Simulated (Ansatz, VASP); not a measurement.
## One calculation of KCl, two programs

```xyz
2
Lattice="0.0000 3.1465 3.1465 3.1465 0.0000 3.1465 3.1465 3.1465 0.0000" Properties=species:S:1:pos:R:3 pbc="T T T"
K     0.0311   -0.0414    0.0021
Cl    3.1708    3.1108    3.0997
```

Change from the starting cell: atoms moved at random, drawn with an rms of 0.05 Å.

Alike in both runs: task single point; functional PBEsol; k mesh 7 × 7 × 7; occupations fermi-dirac, width 0.05 eV; no spin polarisation.

|  | VASP | Ansatz |
| --- | --- | --- |
| version | VASP 6.6.1 | Ansatz 0.2.0 |
| potentials or method | VASP PAW PBE potentials, release 64 (K_sv, Cl) | Ansatz PAW |
| plane-wave cutoff (eV) | 520 | 420 |
| valence electrons in the cell | 16 | 16 |

|  | VASP | Ansatz | Ansatz less VASP |
| --- | --- | --- | --- |
| gap on the k mesh at the Fermi level (eV) | 5.02 | 5.03 | +0.004 |
| least direct gap on the mesh (eV) | 5.02 | 5.03 | +0.004 |
| pressure (GPa) | -0.4 | -0.4 | -0.03 |
| rms of the force components (eV/Å) | 0.034 | 0.034 | -0.0008 |

VASP's potentials were made for PBE, not for PBEsol. Atom by atom the forces differ by 0.001 eV/Å (rms over components).

Noted on Ansatz's run: odd divisions of the mesh miss points on the zone boundary, where band edges often lie, so the gap on the mesh can be too wide.
